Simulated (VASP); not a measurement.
A run of VASP 6.6.1:

Contents of POSCAR:

```
Ir
1.0
    2.7893774443      0.0000000000      0.0000000000
   -1.3946887222      2.4156717275      0.0000000000
    0.0000000000      0.0000000000      9.1245725315
Ir
4
Direct
    0.0000000000      0.0000000000      1.0000000000
    1.0000000000      0.0000000000      0.5000000000
    0.3333333333      0.6666666667      0.2500000000
    0.6666666667      0.3333333333      0.7500000000
```

File INCAR.step1:

```
PREC = Accurate
ENCUT = 520
ISMEAR = -1
SIGMA = 0.05
LREAL = False
LASPH = True
NELM = 150
ISPIN = 2
MAGMOM = 1 1 1 1
LMAXMIX = 4
NBANDS = 30
GGA = PE
ALGO = Normal
EDIFF = 1E-4
LWAVE = True
LCHARG = False
```

Contents of INCAR.step2:

```
PREC = Accurate
ENCUT = 520
EDIFF = 1E-7
ISMEAR = -1
SIGMA = 0.05
LREAL = False
LASPH = True
NELM = 150
ALGO = Normal
ISIF = 2
LWAVE = False
LCHARG = False
ISPIN = 2
MAGMOM = 1 1 1 1
LORBIT = 11
LMAXMIX = 4
METAGGA = R2SCAN
LMIXTAU = True
NBANDS = 30
ISTART = 1
```

Contents of KPOINTS:

```
regular mesh
0
Gamma
  17 17 5
```

Potentials or basis: VASP PAW PBE potentials, release 64 (Ir).

Command:

```console
$ cat potpaw_PBE.64/Ir/POTCAR > POTCAR
$ cp INCAR.step1 INCAR
$ mpirun -np 1 vasp_std > vasp.out
$ cp INCAR.step2 INCAR
$ mpirun -np 1 vasp_std > vasp.out
```

Hardware: 1 thread of Intel(R) Xeon(R) Platinum 8259CL CPU @ 2.50GHz (Skylake/Cascade Lake), on a shared host.

Q: How long does it take, and how much memory?

A: Run time: 22 min on 1 thread of Intel(R) Xeon(R) Platinum 8259CL CPU @ 2.50GHz (Skylake/Cascade Lake), on a shared host, peak memory 0.41 GiB. Counts: k points 99.
